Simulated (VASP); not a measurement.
Set up this calculation in VASP 6.6.1, as the native input.

```yaml
Task: single point
Functional: PBE
Potentials_or_basis: VASP PAW PBE potentials, release 64 (Si, C)
Cutoff: 520 eV
k_mesh: 6 × 6 × 6
Occupations: gaussian, width 0.1 eV
Spin: no spin polarisation
Dipole_correction: no
Further_INCAR_settings: ALGO = Normal; EDIFF = 1e-06; NBANDS = 16
```

The structure of SiC lies in POSCAR:

```
SiC
1.0
    3.9900754252      0.0000000029      0.0000000000
   -1.9950377152      3.4555066798      0.0000000000
    0.0000000000      0.0000000000      3.9931593104
Si C
2 2
Direct
    0.3333333333      0.6666666667      0.5000000000
    0.6666666667      0.3333333333      0.5000000000
    0.3333333333      0.6666666667      0.0000000000
    0.6666666667      0.3333333333      0.0000000000
```

One way to write it, as run:

INCAR

```
SYSTEM = SiC
PREC     = Accurate       ! precision mode
ENCUT    = 520            ! plane-wave cutoff, eV
EDIFF    = 1E-6           ! SCF threshold, eV
ISMEAR   = 0              ! smearing method
SIGMA    = 0.1            ! smearing width, eV
LREAL    = .FALSE.        ! projectors in reciprocal space
LASPH    = .TRUE.         ! aspherical terms in the spheres
NELM     = 100            ! most SCF steps
ALGO     = Normal         ! electronic algorithm
ISIF     = 2              ! what is computed and relaxed
LWAVE    = .FALSE.        ! write WAVECAR
LCHARG   = .TRUE.         ! write CHGCAR
GGA      = PE             ! functional
LELF     = .TRUE.         ! ELF
LVHAR    = .TRUE.       
NBANDS   = 16             ! bands
```

KPOINTS

```
Automatic mesh
0
G
  6 6 6
  0 0 0
```

Potentials or basis: VASP PAW PBE potentials, release 64 (Si, C).

The run is started by

```sh
$ cat potpaw_PBE.64/Si/POTCAR potpaw_PBE.64/C/POTCAR > POTCAR
$ mpirun -np 1 vasp_std > vasp.out
```

Results of the run:

```yaml
Pressure: 0.0 GPa
Band_gap_on_the_k_mesh: zero (band 8 reaches 6.48 eV, above the bottom of band 9 at 5.06 eV)
```

Wall time 10 s on 1 thread of Intel(R) Xeon(R) 6975P-C (Granite Rapids) (shared host), peak memory 0.16 GiB.
